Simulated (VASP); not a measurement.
**Ge: relaxation of cell and atoms with PBE**

Crystal: Ge.

```
Ge
1.0
     0.00000    2.82891    2.82891
     2.82891    0.00000    2.82891
     2.82891    2.82891    0.00000
Ge
2
Cartesian
  2.8289 2.8289 2.8289
  4.2434 4.2434 4.2434
```

| Property | Result |
| --- | --- |
| Program | VASP 6.6.1 |
| Task | relaxation of cell and atoms |
| Functional | PBE |
| Potentials or basis | VASP PAW PBE potentials, release 64 (Ge_d) |
| Cutoff | 500 eV |
| k mesh | 6 × 6 × 6 |
| Occupations | gaussian, width 0.01 eV |
| Spin | no spin polarisation |
| Target pressure | 10 GPa |
| Dipole correction | no |
| Further INCAR settings | ALGO = Normal; EDIFF = 1e-07; IBRION = 2; EDIFFG = -0.02; NSW = 100; ISIF = 3 |

```yaml
Relaxed_volume: 21.07 Å³/atom
Relaxed_cell: a = 3.906 Å, b = 3.906 Å, c = 3.906 Å, α = 60.00°, β = 60.00°, γ = 60.00°
Space_group_after_relaxing_to_0.1_Å: Fd-3m (No. 227)
Energy_change_on_relaxing_the_run_minimises_the_enthalpy: +63.0 meV/atom
Ionic_steps: 3
Pressure_after_relaxing: 9.9 GPa
Band_gap_on_the_k_mesh: 0.41 eV (least direct gap 0.71 eV)
```

The path:
| step | energy change (eV) | largest force (eV/Å) | pressure (GPa) | volume (Å³) |
| --- | --- | --- | --- | --- |
| 1 | 0.0000 | 0.0000 | 3.32 | 45.28 |
| 2 | 0.3643 | 0.0000 | 18.12 | 39.37 |
| 3 | 0.1260 | 0.0000 | 9.91 | 42.14 |

Final structure:
```
Ge
1.0
     0.00000    2.76201    2.76201
     2.76201    0.00000    2.76201
     2.76201    2.76201    0.00000
Ge
2
Direct
  0.50000 0.50000 0.50000
  0.75000 0.75000 0.75000
```

Levels at points of the mesh, in eV from the valence-band top:
```tsv
k point	band 12	band 13	band 14	band 15	band 16	band 17
(0.00, 0.00, 0.00)	0.00	0.00	0.00	0.71	2.58	2.58
(0.50, 0.00, 0.00)	-7.96	-1.52	-1.52	0.41	3.77	3.77
(0.50, 0.50, 0.00)	-9.17	-3.34	-3.34	0.65	0.65	10.12
```

It took 28 s on 1 thread of AMD EPYC 7R13 Processor (Zen 3) (shared host), peak memory 0.14 GiB.

Caveat: the cell is relaxed towards a set pressure, so the run minimises the enthalpy, not the energy. As with any semilocal functional, this PBE gap is likely too small.
